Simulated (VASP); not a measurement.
Set up this calculation in VASP 6.6.1, as the native input.

* Task: single point
* Functional: r2SCAN
* Potentials or basis: VASP PAW PBE potentials, release 64 (C, H)
* Cutoff: 520 eV
* k mesh: 5 × 10 × 1
* Occupations: gaussian, width 0.05 eV
* Spin: no spin polarisation
* Dipole correction: yes
* Further INCAR settings: LREAL = Auto; ALGO = Normal; EDIFF = 1e-07; NBANDS = 50

System: HC4, a slab with vacuum.

```
C H
1.0
     5.03500    0.00000    0.00000
     0.00000    2.51750    0.00000
     0.00000    0.00000   19.73290
C H
16 4
Direct
  0.50000 0.50000 0.23577
  0.00000 0.50000 0.23577
  0.50000 0.00000 0.28087
  0.00000 0.00000 0.28087
  0.75000 0.00000 0.32598
  0.25000 0.00000 0.32598
  0.75000 0.50000 0.37109
  0.25000 0.50000 0.37109
  0.99837 0.50000 0.42265
  0.50076 0.50000 0.41597
  0.99812 0.00000 0.47257
  0.50225 0.00000 0.46041
  0.26711 0.00000 0.51445
  0.72805 0.00000 0.51726
  0.36144 0.50000 0.55027
  0.63625 0.50000 0.55731
  0.64291 0.50000 0.19825
  0.35709 0.50000 0.19825
  0.14236 0.50000 0.19806
  0.85764 0.50000 0.19806
```

The input as run:

POSCAR

```
HC4
1.0
    5.0350011261      0.0000000000      0.0000000000
    0.0000000000      2.5175005631      0.0000000000
    0.0000000000      0.0000000000     19.7329018234
C H
16 4
Direct
    0.5000000000      0.5000000000      0.2357689632
    0.0000000000      0.5000000000      0.2357689632
    0.5000000000      0.0000000000      0.2808748918
    0.0000000000      0.0000000000      0.2808748918
    0.7500000000      0.0000000000      0.3259808203
    0.2500000000      0.0000000000      0.3259808203
    0.7500000000      0.5000000000      0.3710867489
    0.2500000000      0.5000000000      0.3710867489
   -0.0016329962      0.5000000000      0.4226548101
    0.5007626401      0.5000000000      0.4159692915
   -0.0018796922      0.0000000000      0.4725733469
    0.5022463607      0.0000000000      0.4604140152
    0.2671142010      0.0000000000      0.5144465456
    0.7280463891      0.0000000000      0.5172623182
    0.3614359600      0.5000000000      0.5502681917
    0.6362471378      0.5000000000      0.5573122647
    0.6429144453      0.5000000000      0.1982508924
    0.3570855547      0.5000000000      0.1982508924
    0.1423584706      0.5000000000      0.1980631397
   -0.1423584706      0.5000000000      0.1980631397
```

INCAR.step1

```
PREC = Accurate
ENCUT = 520
ISMEAR = 0
SIGMA = 0.05
LREAL = Auto
LASPH = T
NELM = 100
LDIPOL = T
IDIPOL = 3
DIPOL = 0.5 0.5 0.357
NBANDS = 50
GGA = PE
ALGO = Normal
EDIFF = 1E-4
LWAVE = T
LCHARG = F
```

INCAR.step2

```
PREC = Accurate
ENCUT = 520
EDIFF = 1E-7
ISMEAR = 0
SIGMA = 0.05
LREAL = Auto
LASPH = T
NELM = 100
ALGO = Normal
ISIF = 2
LWAVE = F
LCHARG = F
LDIPOL = T
IDIPOL = 3
DIPOL = 0.5 0.5 0.357
METAGGA = R2SCAN
LMIXTAU = T
NBANDS = 50
ISTART = 1
```

KPOINTS

```
regular mesh
0
Gamma
  5 10 1
```

Potentials or basis: VASP PAW PBE potentials, release 64 (C, H).

Command:

```bash
$ cat potpaw_PBE.64/C/POTCAR potpaw_PBE.64/H/POTCAR > POTCAR
$ cp INCAR.step1 INCAR
$ mpirun -np 1 vasp_std > vasp.out
$ cp INCAR.step2 INCAR
$ mpirun -np 1 vasp_std > vasp.out
```

Results of the run:

| Property | Result |
| --- | --- |
| Largest force | 3.152 eV/Å |
| Band gap on the k mesh | 1.33 eV (least direct gap 1.74 eV) |

Caveat: the PAW data sets were made with another functional, which shifts forces and pressure a little.

Wall time 14 min on 1 thread of AMD EPYC 9R45 96-Core Processor (Zen 5), on a shared host, peak memory 0.39 GiB.
